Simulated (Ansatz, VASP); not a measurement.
Si in VASP and in Ansatz

File INCAR:

```
SYSTEM = Si
PREC = Accurate ; ENCUT = 600
EDIFF = 1E-6 ; ISMEAR = 0
SIGMA = 0.1 ; LREAL = .FALSE.
LASPH = .TRUE. ; NELM = 80
ALGO = Normal ; ISIF = 3
LWAVE = .FALSE. ; LCHARG = .FALSE.
GGA = PE ; IBRION = 2
NSW = 90 ; EDIFFG = -0.04
```

The input KPOINTS:

```
regular mesh
0
G
  6 6 6
  0 0 0
```

Contents of POSCAR:

```
Si
1.0
   -1.7926713500      1.7926713500      4.4362751800
    1.7926713500     -1.7926713500      4.4362751800
    1.7926713500      1.7926713500     -4.4362751800
Si
3
Direct
    0.3798992300      0.3798992300      0.0000000000
    0.7500000000      0.2500000000      0.5000000000
    0.6201007700      0.6201007700      0.0000000000
```

Input for Ansatz:

```yaml
crystal:
  lattice:
    - [-1.79267135, 1.79267135, 4.43627518]
    - [1.79267135, -1.79267135, 4.43627518]
    - [1.79267135, 1.79267135, -4.43627518]
  atoms:
    - { symbol: Si, position: [0.37989923, 0.37989923, 0.0] }
    - { symbol: Si, position: [0.75, 0.25, 0.5] }
    - { symbol: Si, position: [0.62010077, 0.62010077, 0.0] }
basis:
  ecutwfc: 420
kpoints:
  mp_grid: { grid: [6, 6, 6] }
hamiltonian:
  xc: pbe
scf:
  occupations: { method: gaussian, width: 0.1 }
  lower_state_search: "off"
output:
  forces: true
  stress: true
  eigenvalues: true
relax:
  adjacent_minimum: "off"
  f_tol: 0.04
  max_steps: 70
  cell: { stress_tol: 0.4 }
```

Alike in both runs: task relaxation of cell and atoms; functional PBE; k mesh 6 × 6 × 6; occupations gaussian, width 0.1 eV; no spin polarisation.

```csv
,VASP,Ansatz
version,VASP 6.6.1,Ansatz 0.2.0
potentials or method,"VASP PAW PBE potentials, release 64 (Si), cutoff 600 eV","scalar-relativistic, plane waves, PAW"
valence electrons in the cell,12,12
```

Ansatz gave:

```
gap on the k mesh at the Fermi level, each at its own relaxed structure (eV) : none
relaxed volume (Å³/atom)                                                     : 22.90
relaxed cell length with the largest relative difference (Å)                 : 5.710
```

Q: What did VASP give for the same quantities?

A: gap on the k mesh at the Fermi level, each at its own relaxed structure (eV): none; relaxed volume (Å³/atom): 22.88; relaxed cell length with the largest relative difference (Å): 5.713.

A gap of «none» marks a metal or a gap that the smearing closes.

The k mesh is coarse, so the values compare programs but aren't converged. Noted on VASP's run: the volume moved by over 15 % at a fixed basis, so the end points are rough.
